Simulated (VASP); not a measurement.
# NaH (I-4m2) in VASP: a series of runs, part 2 of 2

VASP 6.6.1. The steps go on from the part before.

## 4. Single point, HSE06 (uniaxial z strain -5.1%)

POSCAR

```
NaH
1.0
    0.0000000000      2.5969210614      2.4647377794
    2.5969210614      0.0000000000      2.4647377794
    2.5969210614      2.5969210614      0.0000000000
Na H
1 1
Direct
    0.0000000000      0.0000000000      0.0000000000
    0.2500000000      0.2500000000      0.2500000000
```

INCAR.step1

```
SYSTEM = NaH
PREC = Accurate
ENCUT = 520
EDIFF = 1E-5
ISMEAR = 0
SIGMA = 0.01
LREAL = .FALSE.
LASPH = .TRUE.
NELM = 80
ALGO = Normal
ISIF = 2
LWAVE = .TRUE.
LCHARG = .FALSE.
GGA = PE
NBANDS = 11
```

INCAR.step2

```
SYSTEM = NaH
PREC = Accurate
ENCUT = 520
EDIFF = 1E-6
ISMEAR = 0
SIGMA = 0.01
LREAL = .FALSE.
LASPH = .TRUE.
NELM = 80
ALGO = Normal
ISIF = 2
LWAVE = .FALSE.
LCHARG = .FALSE.
GGA = PE
LHFCALC = .TRUE.
HFSCREEN = 0.2079
PRECFOCK = Normal
ISTART = 1
NBANDS = 11
```

KPOINTS

```
regular mesh
0
G
  6 6 6
  0 0 0
```

Potentials or basis: VASP PAW PBE potentials, release 64 (Na_pv, H).

On the command line:

```console
$ cat potpaw_PBE.64/Na_pv/POTCAR potpaw_PBE.64/H/POTCAR > POTCAR
$ cp INCAR.step1 INCAR
$ mpirun -np 1 vasp_std > vasp.out
$ cp INCAR.step2 INCAR
$ mpirun -np 1 vasp_std > vasp.out
```

OUTCAR:

```text
SYSTEM = NaH
   PREC = Accurate
   ENCUT = 520
   EDIFF = 1E-6
   ISMEAR = 0
   LREAL = .FALSE.
   LASPH = .TRUE.
   NELM = 80
   ISIF = 2
   GGA = PE
   LHFCALC = .TRUE.
   HFSCREEN = 0.2079
   PRECFOCK = Normal
   ISTART = 1

 ion  position               nearest neighbor table
   1  0.000  0.000  0.000-
   2  0.250  0.250  0.250-

  LATTYP: Found a body centered tetragonal cell.
 ALAT       =     3.6726009854
 C/A-ratio  =     1.3422300921

  Lattice vectors:

 A1 = (   0.0000000000,  -2.5969210614,  -2.4647377794)
 A2 = (   0.0000000000,   2.5969210614,  -2.4647377794)
 A3 = (   2.5969210614,   0.0000000000,   2.4647377794)

Analysis of symmetry for initial positions (statically):
=====================================================================
 Subroutine PRICEL returns:
 Original cell was already a primitive cell.

 Routine SETGRP: Setting up the symmetry group for a
 body centered tetragonal supercell.

 Subroutine GETGRP returns: Found  8 space group operations
 (whereof  8 operations were pure point group operations)
 out of a pool of 16 trial point group operations.

The static configuration has the point symmetry D_2d.
[... 180 lines left out ...]
      2     -26.6644      2.00000
      3     -26.6644      2.00000
      4      -5.7179      2.00000
      5       7.3432      0.00000
      6      12.5619      0.00000
      7      12.5619      0.00000
      8      12.6532      0.00000
      9      15.4242      0.00000
     10      15.4242      0.00000
     11      15.5053      0.00000
[... 309 lines left out ...]
 k-point    24 :       0.5000   -0.0000    0.3333
  band No.  band energies     occupation
      1     -26.7111      2.00000
      2     -26.6912      2.00000
      3     -26.6786      2.00000
      4      -2.8920      2.00000
      5       3.7476      0.00000
      6       5.8977      0.00000
      7       9.2402      0.00000
      8       9.4925      0.00000
      9      14.0772      0.00000
     10      18.1932      0.00000
     11      20.0436      0.00000

 [... further k-points ...]

------------------------ aborting loop because EDIFF is reached ----------------------------------------

  FORCE on cell =-STRESS in cart. coord.  units (eV):
  Direction    XX          YY          ZZ          XY          YZ          ZX
  --------------------------------------------------------------------------------------
  -------------------------------------------------------------------------------------
  Total        0.2139706      0.2139706      0.2339256      0.0000000     -0.0000000      0.0000000
  in kB       10.3120863     10.3120863     11.2737946      0.0000000     -0.0000000      0.0000000
  external PRESSURE =      10.6326557 kB  Pullay stress =       0.0000000 kB

 VOLUME and BASIS-vectors are now :
 -----------------------------------------------------------------------------
  energy-cutoff  :      520.00
  volume of cell :       33.24
      direct lattice vectors                 reciprocal lattice vectors
     0.000000000  2.596921061  2.464737779    -0.192535694  0.192535694  0.202861336
     2.596921061  0.000000000  2.464737779     0.192535694 -0.192535694  0.202861336
     2.596921061  2.596921061  0.000000000     0.192535694  0.192535694 -0.202861336

 POSITION                                       TOTAL-FORCE (eV/Angst)
 -----------------------------------------------------------------------------------
      0.00000      0.00000      0.00000         0.000000      0.000000     -0.000000
      1.29846      1.29846      1.23237        -0.000000     -0.000000      0.000000
 -----------------------------------------------------------------------------------
    total drift:                                0.000001     -0.000000     -0.000003

  FREE ENERGIE OF THE ION-ELECTRON SYSTEM (eV)
  ---------------------------------------------------
  free  energy   TOTEN  =        -5.6466477800 eV

  energy  without entropy=       -5.6466477800  energy(sigma->0) =       -5.64664778
```

OSZICAR.step1:

```text
N       E                     dE             d eps       ncg     rms          rms(c)
DAV:   1     0.351706336382E+02    0.35171E+02   -0.43925E+03   663   0.699E+02
DAV:   2    -0.411442610895E+01   -0.39285E+02   -0.38645E+02   689   0.186E+02
DAV:   3    -0.552018486061E+01   -0.14058E+01   -0.14040E+01   801   0.333E+01
DAV:   4    -0.553053999197E+01   -0.10355E-01   -0.10354E-01   756   0.299E+00
DAV:   5    -0.553065343031E+01   -0.11344E-03   -0.11343E-03   762   0.322E-01    0.358E+00
DAV:   6    -0.507978250755E+01    0.45087E+00   -0.47316E-01   887   0.265E+00    0.162E+00
DAV:   7    -0.496954051931E+01    0.11024E+00   -0.44526E-01   775   0.216E+00    0.406E-01
DAV:   8    -0.498053870373E+01   -0.10998E-01   -0.21386E-02   687   0.103E+00    0.969E-02
DAV:   9    -0.498071444170E+01   -0.17574E-03   -0.21851E-03   758   0.373E-01    0.226E-02
DAV:  10    -0.498070828611E+01    0.61556E-05   -0.97154E-05   753   0.847E-02
   1 F= -.49807083E+01 E0= -.49807083E+01  d E =-.772592E-31
```

Run time: 21 min. Hardware: 1 thread of Oxide Virtual Turin-like, shared host; peak memory 0.24 GiB.

Results:

| Item | Value |
| --- | --- |
| Free energy | -5.6466 eV |
| Pressure | 1.1 GPa |
| Band gap on the k mesh | 4.59 eV (least direct gap 5.47 eV) |

Levels at points of the mesh, in eV from the valence-band top:
```tsv
k point	band 2	band 3	band 4	band 5	band 6	band 7
(0.00, 0.00, 0.00)	-24.24	-24.24	-3.29	9.77	14.99	14.99
(0.50, 0.00, 0.00)	-24.25	-24.25	-0.87	4.59	12.27	13.84
(0.50, 0.50, 0.00)	-24.26	-24.26	0.00	6.46	8.59	10.83
(0.50, 0.00, 0.50)	-24.26	-24.25	-0.25	5.95	8.76	11.40
```

Caveat: the cell differs from its parent crystal (uniaxial z strain -5.1%); the structure was generated, so it needn't be the stable form of NaH; the PAW data sets were made with another functional, which shifts forces and pressure a little. A k mesh can miss the band edges.

## 5. The runs side by side

```tsv
level	k mesh	smearing	grid for exact exchange (PRECFOCK)	share of exact exchange	screening parameter	gap on the mesh (eV)	pressure (GPa)
PBE	8 × 8 × 8	fermi-dirac 0.02 eV	-	-	-	3.59	1.2
r2SCAN	8 × 8 × 8	gaussian 0.01 eV	-	-	-	4.03	0.9
HSE06	6 × 6 × 6	gaussian 0.01 eV	Normal	0.25	0.2079 1/Å	4.59	1.1
```

Alike in all rows: task single point; potentials or basis VASP PAW PBE potentials, release 64 (Na_pv, H); no spin polarisation; cell as given; cutoff (eV) 520.

Caveats: the structure was generated, so it needn't be the stable form of NaH; the PAW data sets were made with another functional, which shifts forces and pressure a little (at least some runs).

Absolute energies hang on the potentials; compare differences alone.
